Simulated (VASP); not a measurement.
# Cd16S16O (a cell with a defect) in VASP: notebook

Cd16S16O (a cell with a defect) is run at these levels: PBE; tasks: single point.

Everything below comes from runs of VASP 6.6.1. Logs are shortened: lines on timing, memory, paths and dates and some standing lists are left out, and cuts for length are marked.

## (1) The cell of the first run

The cell holds a defect, 33 atoms: a = 8.328 Å, b = 8.328 Å, c = 13.535 Å, α = 90.00°, β = 90.00°, γ = 120.00°.

## (2) Single point, PBE

The input, INCAR:

```
PREC = Accurate ; ENCUT = 520
EDIFF = 1E-7 ; ISMEAR = -1
SIGMA = 0.01 ; LREAL = Auto
LASPH = T ; NELM = 60
ALGO = Normal ; ISIF = 2
LWAVE = F ; LCHARG = F
GGA = PE ; NBANDS = 169
```

The input, KPOINTS:

```
Automatic mesh
0
Gamma
  1 1 1
  0.25 0.25 0.25
```

The input, POSCAR:

```
Cd16S16O
1.0
    8.3277842500     -0.0000000600      0.0000000000
   -4.1638920700      7.2120727400      0.0000000000
    0.0000000000      0.0000000000     13.5350132800
Cd S O
16 16 1
Direct
    0.3416527943      0.1638824320      0.2530841994
    0.1779995820      0.3544054674      0.0174734960
    0.3170613944      0.1749473507      0.7542752112
    0.1645796408      0.3450708416      0.4932719948
    0.3282751006      0.6719151615      0.2551639905
    0.1546482753      0.8444297817     -0.0000925747
    0.3255934985      0.6715919534      0.7533090503
    0.1549147608      0.8441810321      0.5081957334
    0.8347762563      0.1646734708      0.2553322208
    0.6625585846      0.3372044525     -0.0052416646
    0.8251074278      0.1735764592      0.7134719265
    0.6560503445      0.3434377507      0.5059279853
    0.8345574753      0.6562424175      0.2530330728
    0.6446796910      0.8218350331      0.0174097354
    0.8246398119      0.6841794623      0.7542552629
    0.6539161405      0.8348073094      0.4931789768
    0.3285592692      0.1707819741      0.4414458912
    0.1720431632      0.3368027609      0.2043573170
    0.3273851032      0.1776077510      0.9434501272
    0.1688391789      0.3496320823      0.6813713300
    0.3203509347      0.6786646774      0.4419972760
    0.1630830074      0.8356203864      0.1894119309
    0.3249692811      0.6742129752      0.9440096390
    0.1576673426      0.8421283629      0.6965569819
    0.8250420557      0.1745437262      0.4445239081
    0.6685842294      0.3292396133      0.1874822689
    0.8393303763      0.1604658039      0.9693935077
    0.6540129753      0.3472196038      0.6951474524
    0.8284925559      0.6709257136      0.4414000841
    0.6634572772      0.8276379420      0.2043220751
    0.8216653042      0.6724505179      0.9434296617
    0.6479393958      0.8300129872      0.6813021021
   -0.1163556766      0.1157746217     -0.1388984230
```

Potentials or basis: VASP PAW PBE potentials, release 64 (Cd, S, O).

The run is started by

```
> cat potpaw_PBE.64/Cd/POTCAR potpaw_PBE.64/S/POTCAR potpaw_PBE.64/O/POTCAR > POTCAR
> mpirun -np 1 vasp_std > vasp.out
```

OUTCAR:

```text
PREC = Accurate
   ENCUT = 520
   EDIFF = 1E-7
   ISMEAR = -1
   LREAL = Auto
   LASPH = T
   NELM = 60
   ISIF = 2
   GGA = PE

 ion  position               nearest neighbor table
   1  0.342  0.164  0.253-  26 2.52  22 2.52  17 2.55  18 2.56
   2  0.178  0.354  0.017-  23 2.51  18 2.53  27 2.54  19 2.56
   3  0.317  0.175  0.754-  24 2.52  20 2.53  28 2.56  19 2.56
   4  0.165  0.345  0.493-  21 2.51  25 2.54  17 2.54  20 2.55
   5  0.328  0.672  0.255-  18 2.51  30 2.52  21 2.53  22 2.53
   6  0.155  0.844  1.000-  31 2.52  19 2.52  22 2.57  23 2.57
   7  0.326  0.672  0.753-  20 2.52  32 2.52  24 2.56  23 2.58
   8  0.155  0.844  0.508-  29 2.52  17 2.52  21 2.55  24 2.55
   9  0.835  0.165  0.255-  30 2.53  18 2.53  26 2.56  25 2.56
  10  0.663  0.337  0.995-  19 2.52  31 2.52  27 2.57  26 2.61
  11  0.825  0.174  0.713-  33 2.17  28 2.50  32 2.52  20 2.52  12 3.72
  12  0.656  0.343  0.506-  17 2.52  29 2.52  28 2.56  25 2.57  11 3.72
  13  0.835  0.656  0.253-  26 2.52  22 2.52  29 2.55  30 2.56
  14  0.645  0.822  0.017-  23 2.51  30 2.53  27 2.54  31 2.56
  15  0.825  0.684  0.754-  24 2.53  32 2.53  28 2.56  31 2.56
  16  0.654  0.835  0.493-  21 2.51  25 2.54  29 2.54  32 2.55
  17  0.329  0.171  0.441-  12 2.52   8 2.52   4 2.54   1 2.55
  18  0.172  0.337  0.204-   5 2.51   9 2.53   2 2.53   1 2.56
[... 12 lines left out ...]
  31  0.822  0.672  0.943-  10 2.52   6 2.52  14 2.56  15 2.56
  32  0.648  0.830  0.681-  11 2.52   7 2.52  15 2.53  16 2.55
  33  0.884  0.116  0.861-  27 1.60  11 2.17

  LATTYP: Found a hexagonal cell.
 ALAT       =     8.3277842500
 C/A-ratio  =     1.6252838539

  Lattice vectors:

 A1 = (   8.3277842500,  -0.0000000600,   0.0000000000)
 A2 = (  -4.1638920700,   7.2120727400,   0.0000000000)
 A3 = (   0.0000000000,   0.0000000000,  13.5350132800)

Analysis of symmetry for initial positions (statically):
=====================================================================
 Subroutine PRICEL returns:
 Original cell was already a primitive cell.

 Routine SETGRP: Setting up the symmetry group for a
 hexagonal supercell.

 Subroutine GETGRP returns: Found  1 space group operations
 (whereof  1 operations were pure point group operations)
 out of a pool of 24 trial point group operations.

The static configuration has the point symmetry C_1 .

Analysis of symmetry for dynamics (positions and initial velocities):
=====================================================================
 Subroutine PRICEL returns:
 Original cell was already a primitive cell.

 Routine SETGRP: Setting up the symmetry group for a
 hexagonal supercell.

 Subroutine GETGRP returns: Found  1 space group operations
 (whereof  1 operations were pure point group operations)
 out of a pool of 24 trial point group operations.

The dynamic configuration has the point symmetry C_1 .

 Subroutine INISYM returns: Found  1 space group operations
 (whereof  1 operations are pure point group operations),
 and found     1 'primitive' translations

----------------------------------------------------------------------------------------

                                     Primitive cell

  volume of cell :     812.9208

  direct lattice vectors                    reciprocal lattice vectors
     8.327784250 -0.000000060  0.000000000     0.120079961  0.069328196  0.000000000
    -4.163892070  7.212072740  0.000000000     0.000000001  0.138656395  0.000000000
     0.000000000  0.000000000 13.535013280     0.000000000  0.000000000  0.073882454

  length of vectors
     8.327784250  8.327784242 13.535013280     0.138656395  0.138656395  0.073882454

  position of ions in fractional coordinates (direct lattice)
     0.341652794  0.163882432  0.253084199
     0.177999582  0.354405467  0.017473496
     0.317061394  0.174947351  0.754275211
     0.164579641  0.345070842  0.493271995
     0.328275101  0.671915162  0.255163991
     0.154648275  0.844429782  0.999907425
[... 25 lines left out ...]
     0.647939396  0.830012987  0.681302102
     0.883644323  0.115774622  0.861101577

  ion indices of the primitive-cell ions
   primitive index   ion index
                 1           1
                 2           2
                 3           3
                 4           4
                 5           5
                 6           6
[... 25 lines left out ...]
                32          32
                33          33

----------------------------------------------------------------------------------------

 KPOINTS: Automatic mesh

Automatic generation of k-mesh.
 Grid dimensions read from file:
 generate k-points for:    1    1    1

 Generating k-lattice:

  Cartesian coordinates                     Fractional coordinates (reciprocal lattice)
     0.120079961  0.069328196  0.000000000     1.000000000  0.000000000  0.000000000
     0.000000001  0.138656395  0.000000000     0.000000000  1.000000000  0.000000000
     0.000000000  0.000000000  0.073882454     0.000000000  0.000000000  1.000000000

  Length of vectors
     0.138656395  0.138656395  0.073882454

  Shift w.r.t. Gamma in fractional coordinates (k-lattice)
     0.250000000  0.250000000  0.250000000

 Subroutine IBZKPT returns following result:
 ===========================================

 Found      6 irreducible k-points:

 Following reciprocal coordinates:
            Coordinates               Weight
  0.250000  0.250000  0.250000      2.000000
 -0.250000  0.500000  0.250000      2.000000
  0.500000  0.250000  0.250000      2.000000
 -0.250000 -0.250000  0.250000      2.000000
  0.250000  0.500000  0.250000      2.000000
  0.500000 -0.250000  0.250000      2.000000
   k-points           NKPTS =      6   k-points in BZ     NKDIM =      6   number of bands    NBANDS=    169
   number of dos      NEDOS =    301   number of ions     NIONS =     33
   total plane-waves  NPLWV = 442368
   dimension x,y,z NGX =    64 NGY =   64 NGZ =  108
   dimension x,y,z NGXF=   128 NGYF=  128 NGZF=  216
   ions per type =              16  16   1
   NGX,Y,Z   is equivalent  to a cutoff of  12.78, 12.78, 13.27 a.u.
   NGXF,Y,Z  is equivalent  to a cutoff of  25.55, 25.55, 26.53 a.u.
 SYSTEM =  unknown system
   PREC   = accura    normal or accurate (medium, high low for compatibility)
   ISTART =      0    job   : 0-new  1-cont  2-samecut
   ICHARG =      2    charge: 1-file 2-atom 10-const
   ISPIN  =      1    spin polarized calculation?
   LNONCOLLINEAR =      F non collinear calculations
   LSORBIT =      F    spin-orbit coupling
   LASPH  =      T    aspherical Exc in radial PAW
   ENCUT  =  520.0 eV  38.22 Ry    6.18 a.u.  15.48 15.48 25.17*2*pi/ulx,y,z
   NELM   =     60;   NELMIN=  2; NELMDL= -5     # of ELM steps
   EDIFF  = 0.1E-06   stopping-criterion for ELM
   LREAL  =      T    real-space projection
   EDIFFG = 0.1E-05   stopping-criterion for IOM
   NSW    =      0    number of steps for IOM
   IBRION =     -1    ionic relax: 0-MD 1-quasi-New 2-CG
   NFREE  =      0    steps in history (QN), initial steepest desc. (CG)
   ISIF   =      2    stress and relaxation
   ISYM   =      2    0-nonsym 1-usesym 2-fastsym
   POTIM  = 0.5000    time-step for ionic-motion
   TEBEG  =    0.0;   TEEND  =   0.0 temperature during run
   PSTRESS=    0.0 pullay stress
   NELECT =     294.0000    total number of electrons
   NUPDOWN=      -1.0000    fix difference up-down
   EMIN   =  10.00;   EMAX   =-10.00  energy-range for DOS
   EFERMI =   0.00;   METHOD = LEGACY
   ISMEAR =    -1;   SIGMA  =   0.01  broadening in eV -4-tet -1-fermi 0-gaus
   EFERMI_NEDOS =   21; number of points for ismear=-14 and -15
   IALGO  =     38    algorithm
   IMIX   =      4    mixing-type and parameters
     AMIX     =   0.40;   BMIX     =  1.00
     AMIX_MAG =   1.60;   BMIX_MAG =  1.00
  volume/ion in A,a.u.               =      24.63       166.24
  Fermi-wavevector in a.u.,A,eV,Ry     =   1.166383  2.204144 18.510037  1.360449
  Thomas-Fermi vector in A             =   2.302897
   LORBIT       =      0    0 simple, 1 ext, 2 COOP (PROOUT), +10 PAW based schemes
   GGA     = PE    functional components
   LHFCALC =     F    Hartree Fock is set to
   AEXX    =    0.0000 exact exchange contribution
   IVDW    =     0    specifies the selected vdW correction
   LEPSILON=     F    determine dielectric tensor
   LRPA    =     F    only Hartree local field effects (RPA)
 non-spin polarized calculation
  energy-cutoff  :      520.00
  volume of cell :      812.92
 maximum number of plane-waves:     21888
 NGX is ok and might be reduce to    64
   NGX = 31   NGY = 31   NGZ = 51

 number of electron     294.0000000 magnetization

 Free energy of the ion-electron system (eV)
  ---------------------------------------------------
  ext. energy  EPLUGINS =         0.00000000
  ---------------------------------------------------
  free energy    TOTEN  =      -104.96875316 eV

  energy without entropy =     -104.96875316  energy(sigma->0) =     -104.96875316

 E-fermi :   1.8547     XC(G=0):  -9.1039

 val. band max:        1.5777409649   @ k =   0.5000   0.2500   0.2500
 cond. band min:       3.9494928504   @ k =  -0.2500   0.5000   0.2500
 fundamental gap:      2.3717518855
 Fermi energy:         1.8546694805

 k-point     1 :       0.2500    0.2500    0.2500
  band No.  band energies     occupation
      1     -17.7572      2.00000
      2     -10.9936      2.00000
      3     -10.8949      2.00000
      4     -10.8648      2.00000
      5     -10.8367      2.00000
      6     -10.7882      2.00000
[... 151 lines left out ...]
    158       5.5187      0.00000
    159       5.5828      0.00000
[... 808 lines left out ...]
    158       5.5201      0.00000
    159       5.5577      0.00000
 [bands above 159 left out]

------------------------ aborting loop because EDIFF is reached ----------------------------------------

  FORCE on cell =-STRESS in cart. coord.  units (eV):
  Direction    XX          YY          ZZ          XY          YZ          ZX
  --------------------------------------------------------------------------------------
  -------------------------------------------------------------------------------------
  Total        6.7710365      9.0734495     15.3078272      1.9848840     -0.7339967      1.3290130
  in kB       13.3449665     17.8827687     30.1700399      3.9119876     -1.4466266      2.6193382
  external PRESSURE =      20.4659251 kB  Pullay stress =       0.0000000 kB

 VOLUME and BASIS-vectors are now :
 -----------------------------------------------------------------------------
  energy-cutoff  :      520.00
  volume of cell :      812.92
      direct lattice vectors                 reciprocal lattice vectors
     8.327784250 -0.000000060  0.000000000     0.120079961  0.069328196  0.000000000
    -4.163892070  7.212072740  0.000000000     0.000000001  0.138656395  0.000000000
     0.000000000  0.000000000 13.535013280     0.000000000  0.000000000  0.073882454

 POSITION                                       TOTAL-FORCE (eV/Angst)
 -----------------------------------------------------------------------------------
      2.16282      1.18193      3.42550        -0.091673      0.047285      0.010566
      0.00664      2.55600      0.23650         0.090998     -0.054332      0.012216
      1.91196      1.26173     10.20913        -0.074477      0.057508     -0.006123
     -0.06625      2.48868      6.67644         0.093101     -0.054586     -0.007908
     -0.06398      4.84590      3.45365        -0.090278      0.056441     -0.004531
     -2.22824      6.09009     13.53376         0.094923     -0.049872     -0.002894
[... 25 lines left out ...]
      1.93981      5.98611      9.22143         0.080637     -0.031400      0.035457
      6.87673      0.83497     11.65502        -0.038647      0.024079      0.061156
 -----------------------------------------------------------------------------------
    total drift:                               -0.002711     -0.001649     -0.003020

  FREE ENERGIE OF THE ION-ELECTRON SYSTEM (eV)
  ---------------------------------------------------
  free  energy   TOTEN  =      -104.9687531569 eV

  energy  without entropy=     -104.9687531569  energy(sigma->0) =     -104.96875316
```

Run time: 26 min. Hardware: 1 thread of Intel Xeon Platinum 8488C (Sapphire Rapids), shared host; peak memory 1.1 GiB.

What came out:

* Free energy: -104.9688 eV
* Pressure: 2.0 GPa
* Largest force: 0.147 eV/Å
* Band gap on the k mesh: 2.37 eV

Forces on the atoms (eV/Å):
```
Cd  -0.092  0.047  0.011
Cd   0.091 -0.054  0.012
Cd  -0.074  0.058 -0.006
Cd   0.093 -0.055 -0.008
Cd  -0.090  0.056 -0.005
Cd   0.095 -0.050 -0.003
Cd  -0.077  0.050 -0.003
Cd   0.084 -0.044  0.017
Cd  -0.088  0.058  0.003
Cd   0.087 -0.047  0.013
Cd  -0.121  0.071 -0.046
Cd   0.082 -0.046  0.021
Cd  -0.079  0.054  0.009
Cd   0.099 -0.050  0.016
Cd  -0.080  0.045 -0.004
Cd   0.101 -0.048 -0.008
S   -0.059  0.027 -0.006
S    0.074 -0.067 -0.019
S   -0.078  0.045  0.036
S    0.065 -0.044  0.032
S   -0.085  0.048  0.002
S    0.053 -0.034  0.012
S   -0.087  0.047 -0.071
S    0.067 -0.050 -0.015
S   -0.071  0.034  0.001
S    0.085 -0.032 -0.012
S    0.003 -0.007 -0.042
S    0.025 -0.035 -0.043
S   -0.059  0.037 -0.008
S    0.077 -0.044 -0.022
S   -0.082  0.038  0.038
S    0.081 -0.031  0.035
O   -0.039  0.024  0.061
```

## (3) Single point, PBE

The input, INCAR:

```
SYSTEM = Cd16S16O
PREC = Accurate
ENCUT = 520
EDIFF = 1E-6
ISMEAR = -1
SIGMA = 0.01
LREAL = Auto
LASPH = .TRUE.
NELM = 60
ALGO = Normal
ISIF = 2
LWAVE = .FALSE.
LCHARG = .FALSE.
GGA = PE
NBANDS = 169
NELECT = 296.0
```

KPOINTS is that of step 2.

The input, POSCAR:

```
Cd16S16O
1.0
    8.3277842455     -0.0000000618      0.0000000000
   -4.1638920693      7.2120727447      0.0000000000
    0.0000000000      0.0000000000     13.5350132800
Cd S O
16 16 1
Direct
    0.3554143453      0.1715600318      0.2476797517
    0.1414186192      0.3162328151      0.0040936393
    0.3407332268      0.1649250684      0.7460026172
    0.1602629020      0.3286731682      0.5001501681
    0.3243744272      0.6761038550      0.2704442287
    0.1215096581      0.8797338040      0.0127523001
    0.3369300689      0.6635134040      0.7722940267
    0.1622306106      0.8386094562      0.5039212929
    0.8789844594      0.1208681468      0.2103161189
    0.6603634049      0.3407494536      0.0018831853
    0.8368473430      0.1643365786      0.7409579071
    0.6745197753      0.3269649907      0.4911349787
    0.8296205863      0.6454082480      0.2477018347
    0.6847957000      0.8585849783      0.0041021642
    0.8340365668      0.6590888899      0.7455345192
    0.6726540828      0.8418564791      0.4999768512
    0.3371398377      0.1672668470      0.4404030063
    0.2114218312      0.3631854611      0.2010929640
    0.3416989930      0.1844238034      0.9302219337
    0.1748025253      0.3394794266      0.6891473431
    0.3329141695      0.6686771499      0.4558857915
    0.1669044095      0.8344830629      0.1992782127
    0.3252128236      0.6764923716      0.9554627137
    0.1700769453      0.8292999526      0.6915885480
    0.8400293728      0.1623502698      0.4289536289
    0.6879554427      0.3132526147      0.1894074142
    0.8162700655      0.1835602492      0.9229040452
    0.6681059592      0.3316141934      0.6788629316
    0.8334323888      0.6642717477      0.4402896632
    0.6372853428      0.7883761715      0.2007515356
    0.8171959144      0.6592428987      0.9299233006
    0.6611223069      0.8266271159      0.6889268725
   -0.0269233371      0.0279283094      0.0710686897
```

Potentials or basis: VASP PAW PBE potentials, release 64 (Cd, S, O).

The run is started by

```
> cat potpaw_PBE.64/Cd/POTCAR potpaw_PBE.64/S/POTCAR potpaw_PBE.64/O/POTCAR > POTCAR
> mpirun -np 1 vasp_std > vasp.out
```

Run time: 20 min. Hardware: 1 thread of Intel Xeon 6975P-C (Granite Rapids), shared host; peak memory 1.2 GiB.

It converged, with:

```yaml
Free_energy: -99.5751 eV
Largest_force: 0.205 eV/Å
```

Forces in eV/Å, atoms in the order of the input:
```
Cd  -0.108  0.043  0.006
Cd   0.061  0.043 -0.017
Cd  -0.092  0.043 -0.008
Cd   0.102 -0.047 -0.006
Cd  -0.028  0.025 -0.030
Cd   0.105 -0.059  0.049
Cd  -0.070  0.046 -0.009
Cd   0.083 -0.053 -0.011
Cd  -0.079  0.053 -0.018
Cd   0.054 -0.029  0.028
Cd  -0.068  0.045 -0.002
Cd   0.083 -0.049 -0.006
Cd  -0.081  0.086  0.004
Cd  -0.004 -0.066 -0.022
Cd  -0.082  0.062 -0.001
Cd   0.098 -0.053 -0.009
S   -0.083  0.032  0.002
S   -0.019 -0.065  0.019
S   -0.058  0.032  0.007
S    0.037 -0.051  0.000
S   -0.102  0.047  0.000
S    0.063 -0.046  0.024
S   -0.064  0.015  0.032
S    0.082 -0.041  0.035
S   -0.039  0.006 -0.083
S    0.171 -0.112 -0.015
S   -0.047  0.038 -0.057
S    0.071 -0.037 -0.029
S   -0.055  0.056  0.012
S    0.034  0.050  0.034
S   -0.059  0.031  0.011
S    0.063 -0.022  0.007
O    0.032 -0.023  0.055
```

Levels at points of the mesh, in eV from the Fermi level:
```tsv
k point	band 144	band 145	band 146	band 147	band 148	band 149	band 150	band 151	band 152	band 153
(0.25, 0.25, 0.25)	-1.51	-1.41	-0.68	-0.64	-0.29	1.72	2.31	2.35	2.45	2.58
```

Caveat: the cell carries a net charge on a neutralising background, which shifts energy and pressure; the cell is charged against a uniform background, so pressure and absolute levels hang on convention.
